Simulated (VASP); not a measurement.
# MgO (I4/mmm) in VASP: a series of runs, part 3 of 3

VASP 6.6.1.

### Step 6. Single point, PBE (strain +0.0525 x Voigt [0, 0, 1, 0, 0, 0])

File INCAR:

```
SYSTEM = MgO
PREC = Accurate ; ENCUT = 520
EDIFF = 1E-6 ; ISMEAR = 0
SIGMA = 0.05 ; LREAL = .FALSE.
LASPH = .TRUE. ; NELM = 80
ALGO = Normal ; ISIF = 2
LWAVE = .FALSE. ; LCHARG = .FALSE.
GGA = PE ; NBANDS = 11
```

File KPOINTS:

```
Automatic mesh
0
G
  10 10 10
  0 0 0
```

File POSCAR:

```
MgO
1.0
    0.0000000000      2.1269229054      2.2385863579
    2.1269229054      0.0000000000      2.2385863579
    2.1269229054      2.1269229054      0.0000000000
Mg O
1 1
Direct
    0.0000000000      0.0000000000      0.0000000000
    0.5000000000      0.5000000000      0.5000000000
```

Potentials or basis: VASP PAW PBE potentials, release 64 (Mg, O).

Run with:

```bash
$ cat potpaw_PBE.64/Mg/POTCAR potpaw_PBE.64/O/POTCAR > POTCAR
$ mpirun -np 1 vasp_std > vasp.out
```

OUTCAR:

```text
SYSTEM = MgO
   PREC = Accurate
   ENCUT = 520
   EDIFF = 1E-6
   ISMEAR = 0
   LREAL = .FALSE.
   LASPH = .TRUE.
   NELM = 80
   ISIF = 2
   GGA = PE

 ion  position               nearest neighbor table
   1  0.000  0.000  0.000-   2 2.13   2 2.13   2 2.13   2 2.13   2 2.24   2 2.24
   2  0.500  0.500  0.500-   1 2.13   1 2.13   1 2.13   1 2.13   1 2.24   1 2.24

  LATTYP: Found a body centered tetragonal cell.
 ALAT       =     3.0079232189
 C/A-ratio  =     1.4884597744

  Lattice vectors:

 A1 = (  -2.1269229054,   0.0000000000,   2.2385863579)
 A2 = (   2.1269229054,   0.0000000000,   2.2385863579)
 A3 = (   0.0000000000,   2.1269229054,  -2.2385863579)

Analysis of symmetry for initial positions (statically):
=====================================================================
 Subroutine PRICEL returns:
 Original cell was already a primitive cell.

 Routine SETGRP: Setting up the symmetry group for a
 body centered tetragonal supercell.

 Subroutine GETGRP returns: Found 16 space group operations
 (whereof 16 operations were pure point group operations)
 out of a pool of 16 trial point group operations.

The static configuration has the point symmetry D_4h.

Analysis of symmetry for dynamics (positions and initial velocities):
=====================================================================
 Subroutine PRICEL returns:
 Original cell was already a primitive cell.

 Routine SETGRP: Setting up the symmetry group for a
 body centered tetragonal supercell.

 Subroutine GETGRP returns: Found 16 space group operations
 (whereof 16 operations were pure point group operations)
 out of a pool of 16 trial point group operations.

The dynamic configuration has the point symmetry D_4h.

 Subroutine INISYM returns: Found 16 space group operations
 (whereof 16 operations are pure point group operations),
 and found     1 'primitive' translations

----------------------------------------------------------------------------------------

                                     Primitive cell

  volume of cell :      20.2538

  direct lattice vectors                    reciprocal lattice vectors
     0.000000000  2.126922905  2.238586358    -0.235081393  0.235081393  0.223355243
     2.126922905  0.000000000  2.238586358     0.235081393 -0.235081393  0.223355243
     2.126922905  2.126922905  0.000000000     0.235081393  0.235081393 -0.223355243

  length of vectors
     3.087890854  3.087890854  3.007923219     0.400517275  0.400517275  0.400517275

  position of ions in fractional coordinates (direct lattice)
     0.000000000  0.000000000  0.000000000
     0.500000000  0.500000000  0.500000000

  ion indices of the primitive-cell ions
   primitive index   ion index
                 1           1
                 2           2

----------------------------------------------------------------------------------------

 KPOINTS: Automatic mesh

Automatic generation of k-mesh.
 Grid dimensions read from file:
 generate k-points for:   10   10   10

 Generating k-lattice:

  Cartesian coordinates                     Fractional coordinates (reciprocal lattice)
    -0.023508139  0.023508139  0.022335524     0.100000000 -0.000000000  0.000000000
     0.023508139 -0.023508139  0.022335524    -0.000000000  0.100000000  0.000000000
     0.023508139  0.023508139 -0.022335524     0.000000000  0.000000000  0.100000000

  Length of vectors
     0.040051727  0.040051727  0.040051727

  Shift w.r.t. Gamma in fractional coordinates (k-lattice)
     0.000000000  0.000000000  0.000000000

 Subroutine IBZKPT returns following result:
 ===========================================

 Found    102 irreducible k-points:

 Following reciprocal coordinates:
            Coordinates               Weight
  0.000000  0.000000  0.000000      1.000000
  0.100000 -0.000000  0.000000      8.000000
  0.200000 -0.000000  0.000000      8.000000
  0.300000  0.000000  0.000000      8.000000
  0.400000  0.000000  0.000000      8.000000
  0.500000 -0.000000  0.000000      4.000000
[... 16 lines left out ...]
  0.300000  0.300000  0.000000      2.000000
  0.400000  0.300000  0.000000      8.000000
 [... further k-points ...]
   k-points           NKPTS =    102   k-points in BZ     NKDIM =    102   number of bands    NBANDS=     11
   number of dos      NEDOS =    301   number of ions     NIONS =      2
   total plane-waves  NPLWV =  13824
   dimension x,y,z NGX =    24 NGY =   24 NGZ =   24
   dimension x,y,z NGXF=    48 NGYF=   48 NGZF=   48
   ions per type =               1   1
   NGX,Y,Z   is equivalent  to a cutoff of  12.92, 12.92, 13.26 a.u.
   NGXF,Y,Z  is equivalent  to a cutoff of  25.84, 25.84, 26.53 a.u.
 SYSTEM =  MgO
   PREC   = accura    normal or accurate (medium, high low for compatibility)
   ISTART =      0    job   : 0-new  1-cont  2-samecut
   ICHARG =      2    charge: 1-file 2-atom 10-const
   ISPIN  =      1    spin polarized calculation?
   LNONCOLLINEAR =      F non collinear calculations
   LSORBIT =      F    spin-orbit coupling
   LASPH  =      T    aspherical Exc in radial PAW
   ENCUT  =  520.0 eV  38.22 Ry    6.18 a.u.   5.74  5.74  5.59*2*pi/ulx,y,z
   NELM   =     80;   NELMIN=  2; NELMDL= -5     # of ELM steps
   EDIFF  = 0.1E-05   stopping-criterion for ELM
   LREAL  =      F    real-space projection
   EDIFFG = 0.1E-04   stopping-criterion for IOM
   NSW    =      0    number of steps for IOM
   IBRION =     -1    ionic relax: 0-MD 1-quasi-New 2-CG
   NFREE  =      0    steps in history (QN), initial steepest desc. (CG)
   ISIF   =      2    stress and relaxation
   ISYM   =      2    0-nonsym 1-usesym 2-fastsym
   POTIM  = 0.5000    time-step for ionic-motion
   TEBEG  =    0.0;   TEEND  =   0.0 temperature during run
   PSTRESS=    0.0 pullay stress
   NELECT =       8.0000    total number of electrons
   NUPDOWN=      -1.0000    fix difference up-down
   EMIN   =  10.00;   EMAX   =-10.00  energy-range for DOS
   EFERMI =   0.00;   METHOD = LEGACY
   ISMEAR =     0;   SIGMA  =   0.05  broadening in eV -4-tet -1-fermi 0-gaus
   EFERMI_NEDOS =   21; number of points for ismear=-14 and -15
   IALGO  =     38    algorithm
   IMIX   =      4    mixing-type and parameters
     AMIX     =   0.40;   BMIX     =  1.00
     AMIX_MAG =   1.60;   BMIX_MAG =  1.00
  volume/ion in A,a.u.               =      10.13        68.34
  Fermi-wavevector in a.u.,A,eV,Ry     =   1.201164  2.269871 19.630424  1.442795
  Thomas-Fermi vector in A             =   2.336980
   LORBIT       =      0    0 simple, 1 ext, 2 COOP (PROOUT), +10 PAW based schemes
   GGA     = PE    functional components
   LHFCALC =     F    Hartree Fock is set to
   AEXX    =    0.0000 exact exchange contribution
   IVDW    =     0    specifies the selected vdW correction
   LEPSILON=     F    determine dielectric tensor
   LRPA    =     F    only Hartree local field effects (RPA)
 non-spin polarized calculation
 Gauss-broadening in eV      SIGMA  =   0.05
  energy-cutoff  :      520.00
  volume of cell :       20.25
 maximum number of plane-waves:       560
   NGX = 11   NGY = 11   NGZ = 11

 number of electron       7.9999998 magnetization

 Free energy of the ion-electron system (eV)
  ---------------------------------------------------
  ext. energy  EPLUGINS =         0.00000000
  ---------------------------------------------------
  free energy    TOTEN  =       -11.87256546 eV

  energy without entropy =      -11.87256546  energy(sigma->0) =      -11.87256546

 E-fermi :   2.9078     XC(G=0): -10.6984

 val. band max:        2.6711937131   @ k =   0.0000   0.0000   0.0000
 cond. band min:       6.5721751733   @ k =   0.0000   0.0000   0.0000
 fundamental gap:      3.9009814603
 Fermi energy:         2.9078459590

 k-point     1 :       0.0000    0.0000    0.0000
  band No.  band energies     occupation
      1     -14.2717      2.00000
      2       2.5634      2.00000
      3       2.5634      2.00000
      4       2.6712      2.00000
      5       6.5722      0.00000
      6      17.6306      0.00000
      7      18.1447      0.00000
      8      18.1447      0.00000
      9      21.6888      0.00000
     10      22.5885      0.00000
     11      24.1405      0.00000
[... 309 lines left out ...]
 k-point    24 :       0.4000    0.3000    0.0000
  band No.  band energies     occupation
      1     -13.2795      2.00000
      2      -0.7308      2.00000
      3       1.4731      2.00000
      4       1.7087      2.00000
      5      11.3710      0.00000
      6      12.8275      0.00000
      7      14.9543      0.00000
      8      20.1418      0.00000
      9      20.2485      0.00000
     10      26.9131      0.00000
     11      27.5933      0.00000

 [... further k-points ...]
[... 5 lines left out ...]
  --------------------------------------------------------------------------------------
  -------------------------------------------------------------------------------------
  Total       -0.6310558     -0.6310558     -1.3752042      0.0000000      0.0000000      0.0000000
  in kB      -49.9195853    -49.9195853   -108.7853517      0.0000000      0.0000000      0.0000000
  external PRESSURE =     -69.5415075 kB  Pullay stress =       0.0000000 kB

 VOLUME and BASIS-vectors are now :
 -----------------------------------------------------------------------------
  energy-cutoff  :      520.00
  volume of cell :       20.25
      direct lattice vectors                 reciprocal lattice vectors
     0.000000000  2.126922905  2.238586358    -0.235081393  0.235081393  0.223355243
     2.126922905  0.000000000  2.238586358     0.235081393 -0.235081393  0.223355243
     2.126922905  2.126922905  0.000000000     0.235081393  0.235081393 -0.223355243

 POSITION                                       TOTAL-FORCE (eV/Angst)
 -----------------------------------------------------------------------------------
      0.00000      0.00000      0.00000        -0.000000      0.000000      0.000000
      2.12692      2.12692      2.23859         0.000000     -0.000000     -0.000000
 -----------------------------------------------------------------------------------
    total drift:                               -0.000000     -0.000000      0.000000

  FREE ENERGIE OF THE ION-ELECTRON SYSTEM (eV)
  ---------------------------------------------------
  free  energy   TOTEN  =       -11.8725654582 eV

  energy  without entropy=      -11.8725654582  energy(sigma->0) =      -11.87256546
```

OSZICAR:

```text
N       E                     dE             d eps       ncg     rms          rms(c)
DAV:   1     0.131080140252E+02    0.13108E+02   -0.46300E+03  2564   0.646E+02
DAV:   2    -0.128799186956E+02   -0.25988E+02   -0.25118E+02  2589   0.133E+02
DAV:   3    -0.134424934874E+02   -0.56257E+00   -0.56224E+00  2723   0.170E+01
DAV:   4    -0.134438868224E+02   -0.13933E-02   -0.13933E-02  2490   0.968E-01
DAV:   5    -0.134438918148E+02   -0.49924E-05   -0.49924E-05  2622   0.561E-02    0.720E+00
DAV:   6    -0.118975539789E+02    0.15463E+01   -0.95238E+00  2361   0.164E+01    0.238E+00
DAV:   7    -0.118797984704E+02    0.17756E-01   -0.80945E-02  2466   0.232E+00    0.136E+00
DAV:   8    -0.118731242255E+02    0.66742E-02   -0.34675E-02  2337   0.204E+00    0.276E-01
DAV:   9    -0.118726059168E+02    0.51831E-03   -0.76301E-04  2610   0.193E-01    0.152E-01
DAV:  10    -0.118725629138E+02    0.43003E-04   -0.58744E-04  2451   0.182E-01    0.796E-03
DAV:  11    -0.118725652844E+02   -0.23706E-05   -0.41347E-06  2631   0.151E-02    0.581E-03
DAV:  12    -0.118725654582E+02   -0.17388E-06   -0.49247E-07  1496   0.570E-03
   1 F= -.11872565E+02 E0= -.11872565E+02  d E =-.526568E-14
```

Run time: 11 s. Hardware: 1 thread of Intel Xeon Platinum 8559C (Emerald Rapids), shared host; peak memory 0.15 GiB.

What came out:

| Property | Result |
| --- | --- |
| Free energy | -11.8726 eV |
| Pressure | -7.0 GPa |
| Band gap on the k mesh | 3.90 eV, direct |

Stress tensor (GPa, compression positive):
```
 -4.99   0.00   0.00
  0.00  -4.99   0.00
  0.00   0.00 -10.88
```

Levels at points of the mesh, in eV from the valence-band top:
| k point | band 1 | band 2 | band 3 | band 4 | band 5 | band 6 | band 7 | band 8 | band 9 |
| --- | --- | --- | --- | --- | --- | --- | --- | --- | --- |
| (0.00, 0.00, 0.00) | -16.94 | -0.11 | -0.11 | 0.00 | 3.90 | 14.96 | 15.47 | 15.47 | 19.02 |
| (0.50, 0.00, 0.00) | -15.85 | -4.34 | -0.69 | -0.59 | 7.32 | 11.62 | 14.96 | 15.99 | 19.62 |
| (0.50, 0.50, 0.00) | -15.71 | -3.92 | -1.18 | -1.18 | 9.11 | 9.29 | 11.76 | 18.12 | 18.12 |
| (0.50, 0.00, 0.50) | -15.58 | -3.78 | -1.53 | -1.21 | 8.80 | 9.05 | 12.42 | 17.06 | 17.99 |

Caveat: the cell differs from its parent crystal (strain +0.0525 x Voigt [0, 0, 1, 0, 0, 0]).

### Step 7. Overview

| cell | gap on the mesh (eV) | pressure (GPa) |
| --- | --- | --- |
| a = 3.031, b = 3.031, c = 3.008 Å, angles 60.2, 60.2, 59.5°, 2 atoms | 4.28 | -2.8 |
| a = 3.053, b = 3.053, c = 3.008 Å, angles 60.5, 60.5, 59.0°, 2 atoms | 4.13 | -4.7 |
| a = 3.076, b = 3.076, c = 3.008 Å, angles 60.7, 60.7, 58.5°, 2 atoms | 3.97 | -6.2 |
| a = 3.099, b = 3.099, c = 3.008 Å, angles 61.0, 61.0, 58.1°, 2 atoms | 3.83 | -7.6 |
| a = 3.088, b = 3.088, c = 3.008 Å, angles 60.9, 60.9, 58.3°, 2 atoms | 3.90 | -7.0 |

Alike in all rows: task single point; level PBE; potentials or basis VASP PAW PBE potentials, release 64 (Mg, O); no spin polarisation; k mesh 10 × 10 × 10; cutoff (eV) 520; smearing gaussian 0.05 eV.

Total energies depend on the potentials used, so only differences within one code and one set of settings carry meaning.
